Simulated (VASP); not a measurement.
# AlN (F-43m) in VASP: notebook

Aim: see how the results for AlN move with the level of theory and the settings. Levels: B3LYP, r2SCAN50, b88 exchange, pbe correlation. Tasks: single point.

Program: VASP 6.6.1. These are calculated values, not measurements. Logs are shortened: lines on timing, memory, paths and dates and some standing lists are left out, and cuts for length are marked.

### Step 1. The cell of the first run

It takes space group F-43m (No. 216, cubic). Conventional cell: a = 4.397 Å, b = 4.397 Å, c = 4.397 Å, α = 90.00°, β = 90.00°, γ = 90.00°. Al (site symmetry -43m) has 4 N at 1.90 Å within 2.5 Å. Within 2.5 Å of N (site symmetry -43m) lie 4 Al at 1.90 Å.

### Step 2. Single point, B3LYP

POSCAR

```
AlN
1.0
    0.0000000000      2.1984575146      2.1984575146
    2.1984575146      0.0000000000      2.1984575146
    2.1984575146      2.1984575146      0.0000000000
Al N
1 1
Direct
    0.0000000000      0.0000000000      0.0000000000
    0.2500000000      0.2500000000      0.2500000000
```

INCAR.step1

```
PREC = Accurate ; ENCUT = 520
EDIFF = 1E-5 ; ISMEAR = -1
SIGMA = 0.05 ; LREAL = False
LASPH = True ; NELM = 60
ALGO = Normal ; ISIF = 2
LWAVE = True ; GGA = PE
NBANDS = 11
```

INCAR.step2

```
PREC = Accurate ; ENCUT = 520
EDIFF = 1E-6 ; ISMEAR = -1
SIGMA = 0.05 ; LREAL = False
LASPH = True ; NELM = 60
ALGO = Normal ; ISIF = 2
LWAVE = False ; LCHARG = True
GGA = B3 ; LHFCALC = True
AEXX = 0.2 ; AGGAX = 0.72
AGGAC = 0.81 ; ALDAC = 0.19
PRECFOCK = Normal ; LELF = True
LVHAR = True ; ISTART = 1
NBANDS = 11
```

KPOINTS

```
Automatic mesh
0
Gamma
  5 5 5
```

Potentials or basis: VASP PAW PBE potentials, release 64 (Al, N).

Run with:

```console
cat potpaw_PBE.64/Al/POTCAR potpaw_PBE.64/N/POTCAR > POTCAR
cp INCAR.step1 INCAR
mpirun -np 1 vasp_std > vasp.out
cp INCAR.step2 INCAR
mpirun -np 1 vasp_std > vasp.out
```

OUTCAR:

```text
PREC = Accurate
   ENCUT = 520
   EDIFF = 1E-6
   ISMEAR = -1
   LREAL = False
   LASPH = True
   NELM = 60
   ISIF = 2
   GGA = B3
   LHFCALC = True
   AEXX = 0.2
   PRECFOCK = Normal
   ISTART = 1

 ion  position               nearest neighbor table
   1  0.000  0.000  0.000-   2 1.90   2 1.90   2 1.90   2 1.90
   2  0.250  0.250  0.250-   1 1.90   1 1.90   1 1.90   1 1.90

  LATTYP: Found a face centered cubic cell.
 ALAT       =     4.3969150292

  Lattice vectors:

 A1 = (   0.0000000000,   2.1984575146,   2.1984575146)
 A2 = (   2.1984575146,   0.0000000000,   2.1984575146)
 A3 = (   2.1984575146,   2.1984575146,   0.0000000000)

Analysis of symmetry for initial positions (statically):
=====================================================================
 Subroutine PRICEL returns:
 Original cell was already a primitive cell.

 Routine SETGRP: Setting up the symmetry group for a
 face centered cubic supercell.

 Subroutine GETGRP returns: Found 24 space group operations
 (whereof 24 operations were pure point group operations)
 out of a pool of 48 trial point group operations.

The static configuration has the point symmetry T_d .

Analysis of symmetry for dynamics (positions and initial velocities):
=====================================================================
 Subroutine PRICEL returns:
 Original cell was already a primitive cell.

 Routine SETGRP: Setting up the symmetry group for a
 face centered cubic supercell.

 Subroutine GETGRP returns: Found 24 space group operations
 (whereof 24 operations were pure point group operations)
 out of a pool of 48 trial point group operations.

The dynamic configuration has the point symmetry T_d .

 Subroutine INISYM returns: Found 24 space group operations
 (whereof 24 operations are pure point group operations),
 and found     1 'primitive' translations

----------------------------------------------------------------------------------------

                                     Primitive cell

  volume of cell :      21.2512

  direct lattice vectors                    reciprocal lattice vectors
     0.000000000  2.198457515  2.198457515    -0.227432187  0.227432187  0.227432187
     2.198457515  0.000000000  2.198457515     0.227432187 -0.227432187  0.227432187
     2.198457515  2.198457515  0.000000000     0.227432187  0.227432187 -0.227432187

  length of vectors
     3.109088433  3.109088433  3.109088433     0.393924103  0.393924103  0.393924103

  position of ions in fractional coordinates (direct lattice)
     0.000000000  0.000000000  0.000000000
     0.250000000  0.250000000  0.250000000

  ion indices of the primitive-cell ions
   primitive index   ion index
                 1           1
                 2           2

----------------------------------------------------------------------------------------

 KPOINTS: Automatic mesh

Automatic generation of k-mesh.
 Grid dimensions read from file:
 generate k-points for:    5    5    5

 Generating k-lattice:

  Cartesian coordinates                     Fractional coordinates (reciprocal lattice)
    -0.045486437  0.045486437  0.045486437     0.200000000  0.000000000  0.000000000
     0.045486437 -0.045486437  0.045486437     0.000000000  0.200000000  0.000000000
     0.045486437  0.045486437 -0.045486437     0.000000000  0.000000000  0.200000000

  Length of vectors
     0.078784821  0.078784821  0.078784821

  Shift w.r.t. Gamma in fractional coordinates (k-lattice)
     0.000000000  0.000000000  0.000000000

 Subroutine IBZKPT returns following result:
 ===========================================

 Found     10 irreducible k-points:

 Following reciprocal coordinates:
            Coordinates               Weight
  0.000000  0.000000  0.000000      1.000000
  0.200000  0.000000  0.000000      8.000000
  0.400000  0.000000  0.000000      8.000000
  0.200000  0.200000  0.000000      6.000000
  0.400000  0.200000  0.000000     24.000000
 -0.400000  0.200000  0.000000     24.000000
 -0.200000  0.200000  0.000000     12.000000
  0.400000  0.400000  0.000000      6.000000
 -0.400000  0.400000  0.000000     12.000000
 -0.400000  0.400000  0.200000     24.000000
   k-points           NKPTS =     10   k-points in BZ     NKDIM =    125   number of bands    NBANDS=     11
   number of dos      NEDOS =    301   number of ions     NIONS =      2
   total plane-waves  NPLWV =  13824
   dimension x,y,z NGX =    24 NGY =   24 NGZ =   24
   dimension x,y,z NGXF=    48 NGYF=   48 NGZF=   48
   ions per type =               1   1
   NGX,Y,Z   is equivalent  to a cutoff of  12.83, 12.83, 12.83 a.u.
   NGXF,Y,Z  is equivalent  to a cutoff of  25.67, 25.67, 25.67 a.u.
 SYSTEM =  unknown system
   PREC   = accura    normal or accurate (medium, high low for compatibility)
   ISTART =      1    job   : 0-new  1-cont  2-samecut
   ICHARG =      0    charge: 1-file 2-atom 10-const
   ISPIN  =      1    spin polarized calculation?
   LNONCOLLINEAR =      F non collinear calculations
   LSORBIT =      F    spin-orbit coupling
   LASPH  =      T    aspherical Exc in radial PAW
   ENCUT  =  520.0 eV  38.22 Ry    6.18 a.u.   5.78  5.78  5.78*2*pi/ulx,y,z
   NELM   =     60;   NELMIN=  2; NELMDL=  0     # of ELM steps
   EDIFF  = 0.1E-05   stopping-criterion for ELM
   LREAL  =      F    real-space projection
   EDIFFG = 0.1E-04   stopping-criterion for IOM
   NSW    =      0    number of steps for IOM
   IBRION =     -1    ionic relax: 0-MD 1-quasi-New 2-CG
   NFREE  =      0    steps in history (QN), initial steepest desc. (CG)
   ISIF   =      2    stress and relaxation
   ISYM   =      3    0-nonsym 1-usesym 2-fastsym
   POTIM  = 0.5000    time-step for ionic-motion
   TEBEG  =    0.0;   TEEND  =   0.0 temperature during run
   PSTRESS=    0.0 pullay stress
   NELECT =       8.0000    total number of electrons
   NUPDOWN=      -1.0000    fix difference up-down
   EMIN   =  10.00;   EMAX   =-10.00  energy-range for DOS
   EFERMI =   0.00;   METHOD = LEGACY
   ISMEAR =    -1;   SIGMA  =   0.05  broadening in eV -4-tet -1-fermi 0-gaus
   EFERMI_NEDOS =   21; number of points for ismear=-14 and -15
   IALGO  =     38    algorithm
   IMIX   =      1    mixing-type and parameters
     AMIX     =   0.40;   BMIX     =  1.00
     AMIX_MAG =   1.60;   BMIX_MAG =  1.00
  volume/ion in A,a.u.               =      10.63        71.71
  Fermi-wavevector in a.u.,A,eV,Ry     =   1.182071  2.233790 19.011297  1.397291
  Thomas-Fermi vector in A             =   2.318332
   LORBIT       =      0    0 simple, 1 ext, 2 COOP (PROOUT), +10 PAW based schemes
   GGA     = B3    functional components
   LHFCALC =     T    Hartree Fock is set to
   PRECFOCK=normal    Normal, Fast or Accurate (Low or Medium for compatibility)
   ENCUT4O =  -1.0   cutoff for four orbital integrals eV
   NKREDX  =     1    reduce k-point grid by
   NKREDY  =     1    reduce k-point grid by
   NKREDZ  =     1    reduce k-point grid by
   AEXX    =    0.2000 exact exchange contribution
   HFSCREEN=    0.0000 screening length (either q_TF or 0.3 A-1)
   HFSCREENC=   0.0000 screening length for correlation (either q_TF or 0.3 A-1)
   ENCUTFOCK=  -1.0 apply spherical cutoff to Coloumb kernel
   IVDW    =     0    specifies the selected vdW correction
   LEPSILON=     F    determine dielectric tensor
   LRPA    =     F    only Hartree local field effects (RPA)
 non-spin polarized calculation
  energy-cutoff  :      520.00
  volume of cell :       21.25
 maximum number of plane-waves:       586
  NGX = 18; NGY = 18; NGZ = 18

 number of electron       8.0000001 magnetization

 Free energy of the ion-electron system (eV)
  ---------------------------------------------------
  ext. energy  EPLUGINS =         0.00000000
  ---------------------------------------------------
  free energy    TOTEN  =       -16.86841404 eV

  energy without entropy =      -16.86841404  energy(sigma->0) =      -16.86841404

 E-fermi :   5.9557     XC(G=0):  -8.5970

 val. band max:        4.9274884763   @ k =   0.0000   0.0000   0.0000
 cond. band min:      10.7587442057   @ k =   0.4000   0.4000   0.0000
 fundamental gap:      5.8312557294
 Fermi energy:         5.9556811976

 k-point     1 :       0.0000    0.0000    0.0000
  band No.  band energies     occupation
      1     -11.0395      2.00000
      2       4.9275      2.00000
      3       4.9275      2.00000
      4       4.9275      2.00000
      5      10.9247      0.00000
      6      19.3243      0.00000
      7      19.3243      0.00000
      8      19.3243      0.00000
      9      24.7214      0.00000
     10      24.7214      0.00000
     11      26.2151      0.00000

 k-point     2 :       0.2000    0.0000    0.0000
  band No.  band energies     occupation
      1     -10.4637      2.00000
      2       2.4592      2.00000
      3       4.7325      2.00000
      4       4.7325      2.00000
      5      12.7418      0.00000
      6      18.2036      0.00000
      7      19.4393      0.00000
      8      19.4393      0.00000
      9      22.9057      0.00000
     10      22.9057      0.00000
     11      24.5301      0.00000

 k-point     3 :       0.4000    0.0000    0.0000
  band No.  band energies     occupation
      1      -9.2398      2.00000
      2      -0.6107      2.00000
      3       4.4507      2.00000
      4       4.4507      2.00000
      5      14.0146      0.00000
      6      17.1253      0.00000
      7      18.2201      0.00000
      8      18.2201      0.00000
      9      24.7159      0.00000
     10      25.8360      0.00000
     11      25.8360      0.00000

 k-point     4 :       0.2000    0.2000    0.0000
  band No.  band energies     occupation
      1     -10.2744      2.00000
      2       2.6846      2.00000
      3       4.1902      2.00000
      4       4.1902      2.00000
      5      12.9151      0.00000
      6      17.5133      0.00000
      7      18.9125      0.00000
      8      20.4271      0.00000
      9      20.4271      0.00000
     10      25.9491      0.00000
     11      28.6230      0.00000

 k-point     5 :       0.4000    0.2000    0.0000
  band No.  band energies     occupation
      1      -9.2413      2.00000
      2       0.4704      2.00000
      3       3.4432      2.00000
      4       3.8258      2.00000
      5      13.2537      0.00000
      6      16.8753      0.00000
      7      18.2848      0.00000
      8      20.1800      0.00000
      9      22.2915      0.00000
     10      27.4995      0.00000
     11      28.2779      0.00000

 k-point     6 :      -0.4000    0.2000    0.0000
  band No.  band energies     occupation
      1      -8.7127      2.00000
      2      -0.4457      2.00000
      3       2.6255      2.00000
      4       4.0778      2.00000
      5      14.1699      0.00000
      6      16.0252      0.00000
      7      19.2054      0.00000
      8      19.2682      0.00000
      9      24.5121      0.00000
     10      25.5154      0.00000
     11      28.4376      0.00000

 k-point     7 :      -0.2000    0.2000    0.0000
  band No.  band energies     occupation
      1      -9.6460      2.00000
      2       1.0506      2.00000
      3       3.1662      2.00000
      4       4.6482      2.00000
      5      14.4456      0.00000
      6      16.8066      0.00000
      7      18.2569      0.00000
      8      19.3901      0.00000
      9      21.9132      0.00000
     10      25.4707      0.00000
     11      28.5022      0.00000

 k-point     8 :       0.4000    0.4000    0.0000
  band No.  band energies     occupation
      1      -8.6700      2.00000
      2       0.2196      2.00000
      3       3.2028      2.00000
      4       3.2028      2.00000
      5      10.7587      0.00000
      6      15.6717      0.00000
      7      20.2901      0.00000
      8      22.3904      0.00000
      9      22.3904      0.00000
     10      29.4994      0.00000
     11      30.8970      0.00000

 k-point     9 :      -0.4000    0.4000    0.0000
  band No.  band energies     occupation
      1      -8.3109      2.00000
      2       0.2413      2.00000
      3       1.6549      2.00000
      4       3.3315      2.00000
      5      11.5155      0.00000
      6      16.6209      0.00000
      7      20.3581      0.00000
      8      21.6490      0.00000
      9      22.1377      0.00000
     10      27.9181      0.00000
     11      31.4963      0.00000

 k-point    10 :      -0.4000    0.4000    0.2000
  band No.  band energies     occupation
      1      -8.4854      2.00000
      2       0.4049      2.00000
      3       1.8795      2.00000
      4       3.0016      2.00000
      5      13.0289      0.00000
      6      17.7007      0.00000
      7      18.0522      0.00000
      8      20.4274      0.00000
      9      23.5732      0.00000
     10      26.2832      0.00000
     11      31.7320      0.00000

------------------------ aborting loop because EDIFF is reached ----------------------------------------

  FORCE on cell =-STRESS in cart. coord.  units (eV):
  Direction    XX          YY          ZZ          XY          YZ          ZX
  --------------------------------------------------------------------------------------
  -------------------------------------------------------------------------------------
  Total       -0.1355425     -0.1355425     -0.1355425     -0.0000000      0.0000000     -0.0000000
  in kB      -10.2188442    -10.2188442    -10.2188442     -0.0000000      0.0000000     -0.0000000
  external PRESSURE =     -10.2188442 kB  Pullay stress =       0.0000000 kB

 VOLUME and BASIS-vectors are now :
 -----------------------------------------------------------------------------
  energy-cutoff  :      520.00
  volume of cell :       21.25
      direct lattice vectors                 reciprocal lattice vectors
     0.000000000  2.198457515  2.198457515    -0.227432187  0.227432187  0.227432187
     2.198457515  0.000000000  2.198457515     0.227432187 -0.227432187  0.227432187
     2.198457515  2.198457515  0.000000000     0.227432187  0.227432187 -0.227432187

 POSITION                                       TOTAL-FORCE (eV/Angst)
 -----------------------------------------------------------------------------------
      0.00000      0.00000      0.00000        -0.000000     -0.000000      0.000000
      1.09923      1.09923      1.09923         0.000000      0.000000     -0.000000
 -----------------------------------------------------------------------------------
    total drift:                                0.000000     -0.000000     -0.000000

  FREE ENERGIE OF THE ION-ELECTRON SYSTEM (eV)
  ---------------------------------------------------
  free  energy   TOTEN  =       -16.8684140396 eV

  energy  without entropy=      -16.8684140395  energy(sigma->0) =      -16.86841404
```

It took 4.5 min on 1 thread of Intel Xeon 8259CL, shared host; peak memory 0.14 GiB.

Results:

* Free energy: -16.8684 eV
* Pressure: -1.0 GPa
* Band gap on the k mesh: 5.83 eV (least direct gap 6.00 eV)

Caveat: the k points lie up to 0.50 Å⁻¹ apart; the PAW data sets were made with another functional, which shifts forces and pressure a little; an odd mesh through Γ misses points on the zone boundary, where band edges can lie.

### Step 3. Single point, B3LYP

This run uses another cell than the first one, of 10.83 Å³/atom.

POSCAR

```
AlN
1.0
    0.0000000000      2.2127336128      2.2127336128
    2.2127336128      0.0000000000      2.2127336128
    2.2127336128      2.2127336128      0.0000000000
Al N
1 1
Direct
    0.0000000000      0.0000000000      0.0000000000
    0.2500000000      0.2500000000      0.2500000000
```

INCAR.step1

```
SYSTEM = AlN
ALGO     = Normal         ! electronic algorithm
EDIFF    = 1E-5           ! SCF threshold, eV
ENCUT    = 520            ! plane-wave cutoff, eV
GGA      = PE             ! functional
ISIF     = 2              ! what is computed and relaxed
ISMEAR   = -1             ! smearing method
LASPH    = .True.         ! aspherical terms in the spheres
LREAL    = .False.        ! projectors in reciprocal space
LWAVE    = .True.         ! write WAVECAR
NBANDS   = 11             ! bands
NELM     = 100            ! most SCF steps
PREC     = Accurate       ! precision mode
SIGMA    = 0.05           ! smearing width, eV
```

INCAR.step2

```
SYSTEM = AlN
AEXX     = 0.2            ! exact-exchange fraction
AGGAC    = 0.81         
AGGAX    = 0.72         
ALDAC    = 0.19         
ALGO     = Normal         ! electronic algorithm
EDIFF    = 1E-7           ! SCF threshold, eV
ENCUT    = 520            ! plane-wave cutoff, eV
GGA      = B3             ! functional
ISIF     = 2              ! what is computed and relaxed
ISMEAR   = -1             ! smearing method
ISTART   = 1            
LASPH    = .True.         ! aspherical terms in the spheres
LCHARG   = .True.         ! write CHGCAR
LELF     = .True.         ! ELF
LHFCALC  = .True.         ! exact exchange
LREAL    = .False.        ! projectors in reciprocal space
LVHAR    = .True.       
LWAVE    = .False.        ! write WAVECAR
NBANDS   = 11             ! bands
NELM     = 100            ! most SCF steps
PREC     = Accurate       ! precision mode
PRECFOCK = Normal       
SIGMA    = 0.05           ! smearing width, eV
```

KPOINTS

```
k-points
0
Gamma
  5 5 5
  0 0 0
```

Potentials or basis: VASP PAW PBE potentials, release 64 (Al, N).

Run with:

```console
cat potpaw_PBE.64/Al/POTCAR potpaw_PBE.64/N/POTCAR > POTCAR
cp INCAR.step1 INCAR
mpirun -np 1 vasp_std > vasp.out
cp INCAR.step2 INCAR
mpirun -np 1 vasp_std > vasp.out
```

It took 5.8 min on 1 thread of Intel Xeon 8259CL, shared host; peak memory 0.14 GiB.

It converged, with:

```
Free energy            : -16.8610 eV
Pressure               : -4.8 GPa
Band gap on the k mesh : 5.80 eV (least direct gap 5.81 eV)
```

Levels at points of the mesh, in eV from the valence-band top:
| k point | band 2 | band 3 | band 4 | band 5 | band 6 | band 7 |
| --- | --- | --- | --- | --- | --- | --- |
| (0.00, 0.00, 0.00) | 0.00 | 0.00 | 0.00 | 5.81 | 14.19 | 14.19 |

Caveat: the k points lie up to 0.49 Å⁻¹ apart; the PAW data sets were made with another functional, which shifts forces and pressure a little; an odd mesh through Γ misses points on the zone boundary, where band edges can lie.

### Step 4. Single point, B3LYP

This run uses another cell than the first one, of 11.04 Å³/atom.

POSCAR

```
AlN
1.0
    0.0000000000      2.2268278375      2.2268278375
    2.2268278375      0.0000000000      2.2268278375
    2.2268278375      2.2268278375      0.0000000000
Al N
1 1
Direct
    0.0000000000      0.0000000000      0.0000000000
    0.2500000000      0.2500000000      0.2500000000
```

INCAR.step1

```
SYSTEM = AlN
  ALGO = Normal
  EDIFF = 1E-5
  ENCUT = 520
  GGA = PE
  ISIF = 2
  ISMEAR = -1
  LASPH = .TRUE.
  LCHARG = .FALSE.
  LREAL = .FALSE.
  LWAVE = .TRUE.
  NBANDS = 11
  NELM = 80
  PREC = Accurate
  SIGMA = 0.05
```

INCAR.step2

```
SYSTEM = AlN
  AEXX = 0.2
  AGGAC = 0.81
  AGGAX = 0.72
  ALDAC = 0.19
  ALGO = Normal
  EDIFF = 1E-6
  ENCUT = 520
  GGA = B3
  ISIF = 2
  ISMEAR = -1
  ISTART = 1
  LASPH = .TRUE.
  LCHARG = .FALSE.
  LHFCALC = .TRUE.
  LREAL = .FALSE.
  LWAVE = .FALSE.
  NBANDS = 11
  NELM = 80
  PREC = Accurate
  PRECFOCK = Normal
  SIGMA = 0.05
```

KPOINTS

```
k-points
0
G
  5 5 5
  0 0 0
```

Run with:

```console
cat potpaw_PBE.64/Al/POTCAR potpaw_PBE.64/N/POTCAR > POTCAR
cp INCAR.step1 INCAR
mpirun -np 1 vasp_std > vasp.out
cp INCAR.step2 INCAR
mpirun -np 1 vasp_std > vasp.out
```

Wall time 4.1 min (1 thread of Intel Xeon 8259CL, shared host); peak memory 0.14 GiB.

The run converged. Its results:

* Free energy: -16.8443 eV
* Pressure: -8.2 GPa
* Band gap on the k mesh: 5.63 eV

Levels at points of the mesh, in eV from the valence-band top:
```csv
k point,band 1,band 2,band 3,band 4,band 5,band 6,band 7,band 8
"(0.00, 0.00, 0.00)",-15.75,0.00,0.00,0.00,5.63,14.00,14.00,14.00
```

Caveat: the k points lie up to 0.49 Å⁻¹ apart; the PAW data sets were made with another functional, which shifts forces and pressure a little; an odd mesh through Γ misses points on the zone boundary, where band edges can lie.

[end of part 1 of 2]
